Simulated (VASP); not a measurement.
# HfBF (P4_2/mmc) in VASP: notebook

HfBF is run at these levels: PBE; tasks: single point, relaxation of cell and atoms.

All numbers are computed with VASP 6.6.1; they aren't measurements. Logs are shortened: lines on timing, memory, paths and dates and some standing lists are left out, and cuts for length are marked.

## (1) The cell of the first run

Symmetry: P4_2/mmc, No. 131, tetragonal system. Conventional cell: a = 3.355 Å, b = 3.355 Å, c = 6.414 Å, α = 90.00°, β = 90.00°, γ = 90.00°. Hf (site symmetry -4m2) has 4 B at 2.32 Å and 8 F at 2.86 Å and 6 Hf at 3.21 to 3.35 Å within 3.4 Å. Within 2.2 Å of B (site symmetry mmm) lie 2 F at 1.68 Å. Within 2.2 Å of F (site symmetry mmm) lie 2 B at 1.68 Å.

The cell was generated, and may not be a known phase.

## (2) Single point, PBE

The input, INCAR:

```
SYSTEM = HfBF
  ALGO = Fast
  EDIFF = 1E-6
  ENCUT = 520
  GGA = PE
  ISIF = 2
  ISMEAR = 0
  LASPH = .TRUE.
  LCHARG = .FALSE.
  LREAL = .FALSE.
  LWAVE = .FALSE.
  NBANDS = 29
  NELM = 80
  PREC = Accurate
  SIGMA = 0.1
```

The input, KPOINTS:

```
k-points
0
G
  6 6 4
  0 0 0
```

The input, POSCAR:

```
HfBF
1.0
    3.3547185900      0.0000000000      0.0000000000
    0.0000000000      3.3547185900      0.0000000000
    0.0000000000      0.0000000000      6.4141341700
Hf B F
2 2 2
Direct
    0.0000000000      0.0000000000      0.7500000000
    0.0000000000      0.0000000000      0.2500000000
    0.5000000000      0.0000000000      0.5000000000
    0.0000000000      0.5000000000      0.0000000000
    0.5000000000      0.5000000000      0.0000000000
    0.5000000000      0.5000000000      0.5000000000
```

Potentials or basis: VASP PAW PBE potentials, release 64 (Hf_pv, B, F).

On the command line:

```sh
$ cat potpaw_PBE.64/Hf_pv/POTCAR potpaw_PBE.64/B/POTCAR potpaw_PBE.64/F/POTCAR > POTCAR
$ mpirun -np 1 vasp_std > vasp.out
```

OUTCAR:

```text
SYSTEM = HfBF
   EDIFF = 1E-6
   ENCUT = 520
   GGA = PE
   ISIF = 2
   ISMEAR = 0
   LASPH = .TRUE.
   LREAL = .FALSE.
   NELM = 80
   PREC = Accurate

 ion  position               nearest neighbor table
   1  0.000  0.000  0.750-   3 2.32   4 2.32   4 2.32   3 2.32   5 2.86   5 2.86   6 2.86   6 2.86
                             5 2.86   6 2.86   5 2.86   6 2.86   2 3.21   2 3.21
   2  0.000  0.000  0.250-   3 2.32   4 2.32   4 2.32   3 2.32   5 2.86   5 2.86   6 2.86   6 2.86
                             5 2.86   6 2.86   5 2.86   6 2.86   1 3.21   1 3.21
   3  0.500  0.000  0.500-   6 1.68   6 1.68   1 2.32   2 2.32   1 2.32   2 2.32
   4  0.000  0.500  0.000-   5 1.68   5 1.68   1 2.32   1 2.32   2 2.32   2 2.32
   5  0.500  0.500  0.000-   4 1.68   4 1.68   1 2.86   1 2.86   2 2.86   1 2.86   2 2.86   2 2.86
                             1 2.86   2 2.86
   6  0.500  0.500  0.500-   3 1.68   3 1.68   1 2.86   1 2.86   2 2.86   2 2.86   1 2.86   2 2.86
                             1 2.86   2 2.86

  LATTYP: Found a simple tetragonal cell.
 ALAT       =     3.3547185900
 C/A-ratio  =     1.9119738356

  Lattice vectors:

 A1 = (   3.3547185900,   0.0000000000,   0.0000000000)
 A2 = (   0.0000000000,   3.3547185900,   0.0000000000)
 A3 = (   0.0000000000,   0.0000000000,   6.4141341700)

Analysis of symmetry for initial positions (statically):
=====================================================================
 Subroutine PRICEL returns:
 Original cell was already a primitive cell.

 Routine SETGRP: Setting up the symmetry group for a
 simple tetragonal supercell.

 Subroutine GETGRP returns: Found 16 space group operations
 (whereof  8 operations were pure point group operations)
 out of a pool of 16 trial point group operations.

The static configuration has the point symmetry D_2h.
 The point group associated with its full space group is D_4h.

Analysis of symmetry for dynamics (positions and initial velocities):
=====================================================================
 Subroutine PRICEL returns:
 Original cell was already a primitive cell.

 Routine SETGRP: Setting up the symmetry group for a
 simple tetragonal supercell.

 Subroutine GETGRP returns: Found 16 space group operations
 (whereof  8 operations were pure point group operations)
 out of a pool of 16 trial point group operations.

The dynamic configuration has the point symmetry D_2h.
 The point group associated with its full space group is D_4h.

 Subroutine INISYM returns: Found 16 space group operations
 (whereof  8 operations are pure point group operations),
 and found     1 'primitive' translations

----------------------------------------------------------------------------------------

                                     Primitive cell

  volume of cell :      72.1855

  direct lattice vectors                    reciprocal lattice vectors
     3.354718590  0.000000000  0.000000000     0.298087596  0.000000000  0.000000000
     0.000000000  3.354718590  0.000000000     0.000000000  0.298087596  0.000000000
     0.000000000  0.000000000  6.414134170     0.000000000  0.000000000  0.155905688

  length of vectors
     3.354718590  3.354718590  6.414134170     0.298087596  0.298087596  0.155905688

  position of ions in fractional coordinates (direct lattice)
     0.000000000  0.000000000  0.750000000
     0.000000000  0.000000000  0.250000000
     0.500000000  0.000000000  0.500000000
     0.000000000  0.500000000  0.000000000
     0.500000000  0.500000000  0.000000000
     0.500000000  0.500000000  0.500000000

  ion indices of the primitive-cell ions
   primitive index   ion index
                 1           1
                 2           2
                 3           3
                 4           4
                 5           5
                 6           6

----------------------------------------------------------------------------------------

 KPOINTS: k-points

Automatic generation of k-mesh.
 Grid dimensions read from file:
 generate k-points for:    6    6    4

 Generating k-lattice:

  Cartesian coordinates                     Fractional coordinates (reciprocal lattice)
     0.049681266  0.000000000  0.000000000     0.166666667  0.000000000  0.000000000
     0.000000000  0.049681266  0.000000000     0.000000000  0.166666667  0.000000000
     0.000000000  0.000000000  0.038976422     0.000000000  0.000000000  0.250000000

  Length of vectors
     0.049681266  0.049681266  0.038976422

  Shift w.r.t. Gamma in fractional coordinates (k-lattice)
     0.000000000  0.000000000  0.000000000

 Subroutine IBZKPT returns following result:
 ===========================================

 Found     30 irreducible k-points:

 Following reciprocal coordinates:
            Coordinates               Weight
  0.000000  0.000000  0.000000      1.000000
  0.166667  0.000000  0.000000      4.000000
  0.333333  0.000000  0.000000      4.000000
  0.500000  0.000000  0.000000      2.000000
  0.166667  0.166667  0.000000      4.000000
  0.333333  0.166667  0.000000      8.000000
[... 16 lines left out ...]
  0.333333  0.000000  0.500000      4.000000
  0.500000  0.000000  0.500000      2.000000
 [... further k-points ...]
   k-points           NKPTS =     30   k-points in BZ     NKDIM =     30   number of bands    NBANDS=     29
   number of dos      NEDOS =    301   number of ions     NIONS =      6
   total plane-waves  NPLWV =  37632
   dimension x,y,z NGX =    28 NGY =   28 NGZ =   48
   dimension x,y,z NGXF=    56 NGYF=   56 NGZF=   96
   ions per type =               2   2   2
   NGX,Y,Z   is equivalent  to a cutoff of  13.88, 13.88, 12.44 a.u.
   NGXF,Y,Z  is equivalent  to a cutoff of  27.75, 27.75, 24.88 a.u.
 SYSTEM =  HfBF
   PREC   = accura    normal or accurate (medium, high low for compatibility)
   ISTART =      0    job   : 0-new  1-cont  2-samecut
   ICHARG =      2    charge: 1-file 2-atom 10-const
   ISPIN  =      1    spin polarized calculation?
   LNONCOLLINEAR =      F non collinear calculations
   LSORBIT =      F    spin-orbit coupling
   LASPH  =      T    aspherical Exc in radial PAW
   ENCUT  =  520.0 eV  38.22 Ry    6.18 a.u.   6.24  6.24 11.93*2*pi/ulx,y,z
   NELM   =     80;   NELMIN=  2; NELMDL= -5     # of ELM steps
   EDIFF  = 0.1E-05   stopping-criterion for ELM
   LREAL  =      F    real-space projection
   EDIFFG = 0.1E-04   stopping-criterion for IOM
   NSW    =      0    number of steps for IOM
   IBRION =     -1    ionic relax: 0-MD 1-quasi-New 2-CG
   NFREE  =      0    steps in history (QN), initial steepest desc. (CG)
   ISIF   =      2    stress and relaxation
   ISYM   =      2    0-nonsym 1-usesym 2-fastsym
   POTIM  = 0.5000    time-step for ionic-motion
   TEBEG  =    0.0;   TEEND  =   0.0 temperature during run
   PSTRESS=    0.0 pullay stress
   NELECT =      40.0000    total number of electrons
   NUPDOWN=      -1.0000    fix difference up-down
   EMIN   =  10.00;   EMAX   =-10.00  energy-range for DOS
   EFERMI =   0.00;   METHOD = LEGACY
   ISMEAR =     0;   SIGMA  =   0.10  broadening in eV -4-tet -1-fermi 0-gaus
   EFERMI_NEDOS =   21; number of points for ismear=-14 and -15
   IALGO  =     68    algorithm
   IMIX   =      4    mixing-type and parameters
     AMIX     =   0.40;   BMIX     =  1.00
     AMIX_MAG =   1.60;   BMIX_MAG =  1.00
  volume/ion in A,a.u.               =      12.03        81.19
  Fermi-wavevector in a.u.,A,eV,Ry     =   1.344657  2.541033 24.600716  1.808102
  Thomas-Fermi vector in A             =   2.472633
   LORBIT       =      0    0 simple, 1 ext, 2 COOP (PROOUT), +10 PAW based schemes
   GGA     = PE    functional components
   LHFCALC =     F    Hartree Fock is set to
   AEXX    =    0.0000 exact exchange contribution
   IVDW    =     0    specifies the selected vdW correction
   LEPSILON=     F    determine dielectric tensor
   LRPA    =     F    only Hartree local field effects (RPA)
 non-spin polarized calculation
 RMM-DIIS sequential band-by-band and
 Gauss-broadening in eV      SIGMA  =   0.10
  energy-cutoff  :      520.00
  volume of cell :       72.19
 maximum number of plane-waves:      1984
 NGX is ok and might be reduce to    28
   NGX = 13   NGY = 13   NGZ = 23

 number of electron      39.9999984 magnetization

 Free energy of the ion-electron system (eV)
  ---------------------------------------------------
  ext. energy  EPLUGINS =         0.00000000
  ---------------------------------------------------
  free energy    TOTEN  =       -36.44728931 eV

  energy without entropy =      -36.43335345  energy(sigma->0) =      -36.44032138

 E-fermi :   5.5223     XC(G=0): -11.3462

 val. band max:        5.5177314291   @ k =   0.1667   0.0000   0.2500
 cond. band min:       5.5296169778   @ k =   0.3333   0.0000   0.5000
 fundamental gap:      0.0118855486
 Fermi energy:         5.5222666462

 k-point     1 :       0.0000    0.0000    0.0000
  band No.  band energies     occupation
      1     -24.8760      2.00000
      2     -24.7374      2.00000
      3     -24.7374      2.00000
      4     -24.6873      2.00000
      5     -24.6873      2.00000
      6     -24.3825      2.00000
[... 21 lines left out ...]
     28      10.7903      0.00000
     29      12.4720      0.00000

 k-point     2 :       0.1667    0.0000    0.0000
  band No.  band energies     occupation
      1     -24.8554      2.00000
      2     -24.8209      2.00000
      3     -24.7570      2.00000
      4     -24.7311      2.00000
      5     -24.6820      2.00000
      6     -24.3746      2.00000
[... 21 lines left out ...]
     28      11.2258      0.00000
     29      11.8225      0.00000

 k-point     3 :       0.3333    0.0000    0.0000
  band No.  band energies     occupation
      1     -24.9862      2.00000
      2     -24.8931      2.00000
      3     -24.8084      2.00000
      4     -24.7184      2.00000
      5     -24.6713      2.00000
      6     -24.3591      2.00000
[... 638 lines left out ...]
      5     -24.5888      2.00000
      6     -24.5883      2.00000
[... 21 lines left out ...]
     28      12.1420      0.00000
     29      12.5579      0.00000

 k-point    24 :       0.5000    0.0000    0.5000
  band No.  band energies     occupation
      1     -25.0191      2.00000
      2     -25.0066      2.00000
      3     -24.6942      2.00000
      4     -24.6838      2.00000
      5     -24.5742      2.00000
      6     -24.5718      2.00000
[... 21 lines left out ...]
     28      11.2034      0.00000
     29      13.1663      0.00000

 [... further k-points ...]

------------------------ aborting loop because EDIFF is reached ----------------------------------------

  FORCE on cell =-STRESS in cart. coord.  units (eV):
  Direction    XX          YY          ZZ          XY          YZ          ZX
  --------------------------------------------------------------------------------------
  -------------------------------------------------------------------------------------
  Total       16.9917894     16.9917894      5.1039098     -0.0000000      0.0000000      0.0000000
  in kB      377.1372834    377.1372834    113.2826341     -0.0000000      0.0000000      0.0000000
  external PRESSURE =     289.1857336 kB  Pullay stress =       0.0000000 kB

 VOLUME and BASIS-vectors are now :
 -----------------------------------------------------------------------------
  energy-cutoff  :      520.00
  volume of cell :       72.19
      direct lattice vectors                 reciprocal lattice vectors
     3.354718590  0.000000000  0.000000000     0.298087596  0.000000000  0.000000000
     0.000000000  3.354718590  0.000000000     0.000000000  0.298087596  0.000000000
     0.000000000  0.000000000  6.414134170     0.000000000  0.000000000  0.155905688

 POSITION                                       TOTAL-FORCE (eV/Angst)
 -----------------------------------------------------------------------------------
      0.00000      0.00000      4.81060        -0.000000     -0.000000      0.000000
      0.00000      0.00000      1.60353         0.000000     -0.000000      0.000000
      1.67736      0.00000      3.20707        -0.000000      0.000000     -0.000000
      0.00000      1.67736      0.00000        -0.000000      0.000000     -0.000000
      1.67736      1.67736      0.00000        -0.000000      0.000000     -0.000000
      1.67736      1.67736      3.20707        -0.000000      0.000000     -0.000000
 -----------------------------------------------------------------------------------
    total drift:                                0.000000      0.000000      0.000000

  FREE ENERGIE OF THE ION-ELECTRON SYSTEM (eV)
  ---------------------------------------------------
  free  energy   TOTEN  =       -36.4472893142 eV

  energy  without entropy=      -36.4333534492  energy(sigma->0) =      -36.44032138
```

It took 31 s on 1 thread of Oxide Virtual Turin-like, shared host; peak memory 0.18 GiB.

What came out:

```yaml
Free_energy: -36.4473 eV
Pressure: 28.9 GPa
Band_gap_on_the_k_mesh: zero (bands 20 and 21 overlap by 0.63 eV)
```

Caveat: the stress differs along the axes, from 11 to 38 GPa; spin-orbit coupling is left out, which moves the levels of the heavy elements.

(Part 1 of 2 ends here.)

The gap in the log of VASP goes by the Fermi energy; the results here count the filled bands.